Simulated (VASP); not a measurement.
Set up this calculation in VASP 6.6.1, as the native input.

```yaml
Task: single point
Functional: PBE
Dispersion: D3(BJ)
Potentials_or_basis: VASP PAW PBE potentials, release 64 (Sb)
Cutoff: 520 eV
k_mesh: 9 × 9 × 1
Occupations: gaussian, width 0.05 eV
Spin: no spin polarisation
Dipole_correction: yes
Further_INCAR_settings: ALGO = Normal; EDIFF = 1e-06; NBANDS = 18
```

The structure of Sb lies in POSCAR:

```
Sb
1.0
    4.0686848921      0.0000000000      0.0000000000
   -2.0343424461      3.5235844766      0.0000000000
    0.0000000000      0.0000000000     20.8000277116
Sb
4
Direct
    0.3333333333      0.6666666667      0.2956733491
    0.6666666667      0.3333333333      0.2163458656
    0.4444444444      1.8888888889      0.5600967399
    0.7777777778      1.5555555556      0.4807692564
```

The input as run:

INCAR

```
  PREC = Accurate
  ENCUT = 520
  EDIFF = 1E-6
  ISMEAR = 0
  SIGMA = 0.05
  LREAL = F
  LASPH = T
  NELM = 100
  ALGO = Normal
  ISIF = 2
  LWAVE = F
  LCHARG = F
  LDIPOL = T
  IDIPOL = 3
  DIPOL = 0.5 0.5 0.388
  GGA = PE
  IVDW = 12
  NBANDS = 18
```

KPOINTS

```
Automatic mesh
0
Gamma
  9 9 1
```

Potentials or basis: VASP PAW PBE potentials, release 64 (Sb).

Run with:

```console
$ cat potpaw_PBE.64/Sb/POTCAR > POTCAR
$ mpirun -np 1 vasp_std > vasp.out
```

Results of the run:

The largest force is 0.197 eV/Å. The band gap on the k mesh is 0.87 eV, indirect (least direct gap 1.47 eV) and the dispersion energy per atom is -0.291 eV.

Caveat: spin-orbit coupling is left out, which moves the levels of the heavy elements.

It took 5.3 min on 1 thread of AMD EPYC 7R13 (shared host), peak memory 0.4 GiB.
